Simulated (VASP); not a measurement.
**Bi: single point with PBEsol**

Bi:

```
Bi
1.0
     4.20692    0.00000    0.00000
    -2.10346    3.64330    0.00000
     0.00000    0.00000    4.20940
Bi
2
Direct
  0.33333 0.66667 0.25000
  0.66667 0.33333 0.75000
```

This isn't the form of Bi at room conditions, which is rhombohedral.

- Program: VASP 6.6.1
- Task: single point
- Functional: PBEsol
- Potentials or basis: VASP PAW PBE potentials, release 64 (Bi_d)
- Cutoff: 520 eV
- k mesh: 12 × 12 × 10
- Occupations: gaussian, width 0.1 eV
- Spin: no spin polarisation

```yaml
Pressure: 1.5 GPa
Band_gap_on_the_k_mesh: zero (bands 15 and 16 overlap by 3.16 eV)
```

Stress tensor (GPa, compression positive):
```
1.44 0.00 0.00
0.00 1.44 0.00
0.00 0.00 1.53
```

Levels at points of the mesh, in eV from the Fermi level:
```
           k point  band 13  band 14  band 15  band 16  band 17  band 18
(0.00, 0.00, 0.00)    -2.81    -0.80    -0.80     2.40     2.40     3.62
(0.50, 0.00, 0.00)    -2.60    -2.54    -0.69     1.09     1.48     3.73
(0.00, 0.00, 0.50)     0.45     0.45     1.06     1.06     1.06     1.06
(0.50, 0.00, 0.50)    -4.68    -4.68    -0.03    -0.03     2.13     2.13
```

Run time: 100 s on 1 thread of Intel Xeon 8259CL, with other jobs on the host, peak memory 0.26 GiB.

Caveat: the PAW data sets were made with another functional, which shifts forces and pressure a little; spin-orbit coupling is left out, which moves the levels of the heavy elements.
